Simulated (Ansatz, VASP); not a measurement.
**MgS in VASP and in Ansatz**

```
Mg S
1.0
     0.06676    2.51847    2.70689
     3.05218    0.19366    2.57999
     3.39229    2.73167   -0.14645
Mg S
1 1
Direct
  0.99604 0.00489 0.00570
  0.75396 0.74511 0.74430
```

Alike in both runs: task single point; functional PBE-based screened hybrid; k mesh 5 × 5 × 4; occupations fermi-dirac, width 0.05 eV; no spin polarisation.

```csv
,VASP,Ansatz
version,VASP 6.6.1,Ansatz 0.2.0
potentials or method,"VASP PAW PBE potentials, release 64 (Mg, S)",Ansatz PAW
plane-wave cutoff (eV),520,420
valence electrons in the cell,8,16
```

VASP gave:

```
gap on the k mesh at the Fermi level (eV)                     : 3.78
least direct gap on the mesh (eV)                             : 3.87
pressure (GPa)                                                : 3.5
traceless stress, the component that is largest in VASP (GPa) : -8.59
rms of the force components (eV/Å)                            : 1.019
```

**Question.** What did Ansatz give for the same quantities?

**Answer.** gap on the k mesh at the Fermi level (eV): 3.79; least direct gap on the mesh (eV): 3.88; pressure (GPa): 3.7; traceless stress, the component that is largest in VASP (GPa): -8.58; rms of the force components (eV/Å): 1.021.

VASP's potentials were made for PBE, not for PBE-based screened hybrid. Atom by atom the forces differ by 0.003 eV/Å (rms over components). The functional is the same, so the differences come from potentials, cutoffs and numerics. VASP's potentials hold 8 valence electrons a cell and Ansatz's 16, so a difference there can come from the potentials and not from the codes.

The k mesh is coarse, so the values compare programs but aren't converged. Noted on Ansatz's run: odd divisions of the mesh miss points on the zone boundary, where band edges often lie, so the gap on the mesh can be too wide.
